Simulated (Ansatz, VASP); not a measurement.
**Two plane-wave programs on ZnS**

INCAR

```
SYSTEM = ZnS
PREC     = Accurate       ! precision mode
ENCUT    = 520            ! plane-wave cutoff, eV
EDIFF    = 1E-7           ! SCF threshold, eV
ISMEAR   = -1             ! smearing method
SIGMA    = 0.05           ! smearing width, eV
LREAL    = .FALSE.        ! projectors in reciprocal space
LASPH    = .TRUE.         ! aspherical terms in the spheres
NELM     = 80             ! most SCF steps
ALGO     = Normal         ! electronic algorithm
ISIF     = 2              ! what is computed and relaxed
LWAVE    = .FALSE.        ! write WAVECAR
LCHARG   = .TRUE.         ! write CHGCAR
GGA      = B5             ! functional
ALDAX    = 1.0          
AGGAX    = 1.0          
AGGAC    = 1.0          
ALDAC    = 0.0          
LELF     = .TRUE.         ! ELF
LVHAR    = .TRUE.       
NBANDS   = 16             ! bands
```

File KPOINTS:

```
regular mesh
0
G
  9 9 9
  0 0 0
```

File POSCAR:

```
ZnS
1.0
    0.0000000000      2.6838652254      2.6838652254
    2.6838652254      0.0000000000      2.6838652254
    2.6838652254      2.6838652254      0.0000000000
Zn S
1 1
Direct
    0.7500000000      0.7500000000      0.7500000000
    0.0000000000      0.0000000000      0.0000000000
```

input.yaml

```yaml
crystal:
  lattice:
    - [0.0, 2.6838652254, 2.6838652254]
    - [2.6838652254, 0.0, 2.6838652254]
    - [2.6838652254, 2.6838652254, 0.0]
  atoms:
    - { symbol: Zn, position: [0.75, 0.75, 0.75] }
    - { symbol: S, position: [0.0, 0.0, 0.0] }
hamiltonian:
  xc: blyp
  pseudopotentials: { kind: paw }
kpoints:
  mp_grid: { grid: [9, 9, 9] }
scf:
  occupations: { method: fermi_dirac, width: 0.05 }
output:
  forces: true
  stress: true
  eigenvalues: true
```

Alike in both runs: task single point; functional BLYP; k mesh 9 × 9 × 9; occupations fermi-dirac, width 0.05 eV; no spin polarisation.

|  | VASP | Ansatz |
| --- | --- | --- |
| version | VASP 6.6.1 | Ansatz 0.2.0 |
| potentials or method | VASP PAW PBE potentials, release 64 (Zn, S) | Ansatz PAW |
| plane-wave cutoff (eV) | 520 | 420 |
| valence electrons in the cell | 18 | 18 |

```csv
,VASP,Ansatz,Ansatz less VASP
gap on the k mesh at the Fermi level (eV),2.22,2.19,-0.035
least direct gap on the mesh (eV),2.22,2.19,-0.035
pressure (GPa),7.3,7.2,-0.13
```

VASP's potentials were made for PBE, not for BLYP. The functional is the same, so the differences come from potentials, cutoffs and numerics.

Noted on Ansatz's run: odd divisions of the mesh miss points on the zone boundary, where band edges often lie, so the gap on the mesh can be too wide.
